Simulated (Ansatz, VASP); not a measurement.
**One calculation of Mg3Mn, two programs**

The input INCAR:

```
SYSTEM = Mg3Mn
PREC = Accurate ; ENCUT = 600
EDIFF = 1E-6 ; ISMEAR = -1
SIGMA = 0.05 ; LREAL = .FALSE.
LASPH = .TRUE. ; NELM = 200
ALGO = Normal ; ISIF = 2
LWAVE = .FALSE. ; LCHARG = .FALSE.
ISPIN = 2 ; MAGMOM = 0 0 0 5.2
LORBIT = 11 ; LMAXMIX = 4
GGA = RP ; NBANDS = 22
GGA_COMPAT = .FALSE.
```

KPOINTS

```
regular mesh
0
G
  7 7 7
  0 0 0
```

Contents of POSCAR:

```
Mg3Mn
1.0
    4.2975710000      0.0000000000      0.0000000000
    0.0000000000      4.2975710000      0.0000000000
    0.0000000000      0.0000000000      4.2975710000
Mg Mn
3 1
Direct
    0.5000000000      0.5000000000      0.0000000000
    0.5000000000      0.0000000000      0.5000000000
    0.0000000000      0.5000000000      0.5000000000
    0.0000000000      0.0000000000      0.0000000000
```

Input for Ansatz:

```yaml
crystal:
  lattice:
    - [4.297571, 0.0, 0.0]
    - [0.0, 4.297571, 0.0]
    - [0.0, 0.0, 4.297571]
  atoms:
    - { symbol: Mg, position: [0.5, 0.5, 0.0] }
    - { symbol: Mg, position: [0.5, 0.0, 0.5] }
    - { symbol: Mg, position: [0.0, 0.5, 0.5] }
    - { symbol: Mn, position: [0.0, 0.0, 0.0] }
basis:
  ecutwfc: 630.0
kpoints:
  mp_grid:
    grid: [7, 7, 7]
    shift: [0.0, 0.0, 0.0]
hamiltonian:
  xc: rpbe
magnetization:
  spin_polarized: true
  per_species:
    Mn: 5.2
scf:
  n_extra_bands: 8
  mixing:
    algorithm: broyden
    preconditioner: kerker_dos
  occupations:
    method: fermi_dirac
    width: 0.05
```

Alike in both runs: task single point; functional RPBE; k mesh 7 × 7 × 7; occupations fermi-dirac, width 0.05 eV; collinear spin.

|  | VASP | Ansatz |
| --- | --- | --- |
| version | VASP 6.6.1 | Ansatz 0.2.0 |
| potentials or method | VASP PAW PBE potentials, release 64 (Mg, Mn_pv), cutoff 600 eV | plane waves, PAW |
| valence electrons in the cell | 19 | 45 |

```tsv
	VASP	Ansatz	Ansatz less VASP
net moment per atom (μB)	0.89	0.89	+0.001
size of the moment on the site where the two differ most (μB)	3.67	3.80	+0.129
```

VASP's potentials were made for PBE, not for RPBE. Site moments also hang on the region over which each program counts them. With one functional, cell and mesh, what is left measures potentials, basis and numerics. VASP's potentials hold 19 valence electrons a cell and Ansatz's 45, so a difference there can come from the potentials and not from the codes. Ansatz's warnings: given moment on shells, stability check not made.
